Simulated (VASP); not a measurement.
Here is a VASP 6.6.1 calculation.

Contents of POSCAR:

```
Sn
1.0
    3.0561510194      0.0000000000      0.0000000000
    0.0000000000      3.0561510194      0.0000000000
    0.0000000000      0.0000000000      3.0561510194
Sn
1
Direct
    0.0000000000      0.0000000000      0.0000000000
```

File INCAR.step1:

```
SYSTEM = Sn
PREC     = Accurate       ! precision mode
ENCUT    = 600            ! plane-wave cutoff, eV
ISMEAR   = 0              ! smearing method
SIGMA    = 0.1            ! smearing width, eV
LREAL    = .False.        ! projectors in reciprocal space
LASPH    = .True.         ! aspherical terms in the spheres
NELM     = 100            ! most SCF steps
GGA      = PE             ! functional
ALGO     = Normal         ! electronic algorithm
EDIFF    = 1E-4           ! SCF threshold, eV
LWAVE    = .True.         ! write WAVECAR
LCHARG   = .False.        ! write CHGCAR
```

The input INCAR.step2:

```
SYSTEM = Sn
PREC     = Accurate       ! precision mode
ENCUT    = 600            ! plane-wave cutoff, eV
EDIFF    = 1E-6           ! SCF threshold, eV
ISMEAR   = 0              ! smearing method
SIGMA    = 0.1            ! smearing width, eV
LREAL    = .False.        ! projectors in reciprocal space
LASPH    = .True.         ! aspherical terms in the spheres
NELM     = 100            ! most SCF steps
ALGO     = Normal         ! electronic algorithm
ISIF     = 3              ! what is computed and relaxed
LWAVE    = .False.        ! write WAVECAR
LCHARG   = .False.        ! write CHGCAR
METAGGA  = R2SCAN         ! meta-GGA
LMIXTAU  = .True.       
IBRION   = 2              ! ionic algorithm
NSW      = 100            ! ionic steps
EDIFFG   = -0.01          ! ionic threshold
ISTART   = 1
```

The input KPOINTS:

```
Automatic mesh
0
Gamma
  18 18 18
  0 0 0
```

Potentials or basis: VASP PAW PBE potentials, release 64 (Sn_d).

Command:

```console
$ cat potpaw_PBE.64/Sn_d/POTCAR > POTCAR
$ cp INCAR.step1 INCAR
$ mpirun -np 1 vasp_std > vasp.out
$ cp INCAR.step2 INCAR
$ mpirun -np 1 vasp_std > vasp.out
```

Question: What does it give for the relaxed volume?

Answer: 28.51 Å³/atom.

Question: Estimate the band gap on the k mesh.

Answer: Zero (bands 7 and 8 overlap by 8.06 eV).

Final structure:
```cif
data_structure
_symmetry_space_group_name_H-M 'P 1'
_symmetry_Int_Tables_number 1
_cell_length_a 3.0549
_cell_length_b 3.0549
_cell_length_c 3.0549
_cell_angle_alpha 90.000
_cell_angle_beta 90.000
_cell_angle_gamma 90.000
_cell_volume 28.51
loop_
_atom_site_label
_atom_site_type_symbol
_atom_site_fract_x
_atom_site_fract_y
_atom_site_fract_z
_atom_site_occupancy
Sn1 Sn 0.00000 0.00000 0.00000 1
```

Caveat: the PAW data sets were made with another functional, which shifts forces and pressure a little; spin-orbit coupling is left out, which moves the levels of the heavy elements.
